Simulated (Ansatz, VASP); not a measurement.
C: VASP beside Ansatz

```
CELL_PARAMETERS angstrom
2.42300 0.00000 0.00000
-1.21150 2.09838 0.00000
0.00000 0.00000 26.00242
ATOMIC_POSITIONS crystal
C 0.66667 0.33333 0.51373
C 0.33333 0.66667 0.48627
```

Alike in both runs: task single point; functional PBE; dispersion D3(BJ); k mesh 21 × 21 × 1; occupations gaussian, width 0.1 eV; no spin polarisation.

```csv
,VASP,Ansatz
version,VASP 6.6.1,Ansatz 0.2.0
potentials or method,"VASP PAW PBE potentials, release 64 (C), cutoff 520 eV","scalar-relativistic, plane waves, PAW"
valence electrons in the cell,8,8
```

```csv
,VASP,Ansatz,Ansatz less VASP
gap on the k mesh at the Fermi level (eV),none,none,-
rms of the force components (eV/Å),6.150,6.160,+0.0105
"work function, face that differs most (eV)",4.59,4.60,+0.005
```

Atom by atom the forces differ by 0.011 eV/Å (rms over components). A gap of «none» marks a metal or a gap that the smearing closes.
